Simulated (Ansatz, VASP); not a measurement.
# Sn: VASP beside Ansatz

```xyz
1
Lattice="-2.1230 2.1230 1.5010 2.1230 -2.1230 1.5010 2.1230 2.1230 -1.5010" Properties=species:S:1:pos:R:3 pbc="T T T"
Sn    0.0000    0.0000    0.0000
```

Alike in both runs: task single point; functional r2SCAN; k mesh 24 × 24 × 24; occupations gaussian, width 0.15 eV; no spin polarisation.

|  | VASP | Ansatz |
| --- | --- | --- |
| version | VASP 6.6.1 | Ansatz 0.2.0 |
| potentials or method | VASP PAW PBE potentials, release 64 (Sn_d), cutoff 520 eV | scalar-relativistic, plane waves, PAW |
| valence electrons in the cell | 14 | 14 |

VASP gave:

* gap on the k mesh at the Fermi level (eV): none
* pressure (GPa): 2.4
* traceless stress, the component that is largest in VASP (GPa): 4.75

Estimate Ansatz's values.

gap on the k mesh at the Fermi level (eV): none; pressure (GPa): 2.4; traceless stress, the component that is largest in VASP (GPa): 4.74.

VASP's potentials were made for PBE, not for r2SCAN. A gap of «none» marks a metal or a gap that the smearing closes.
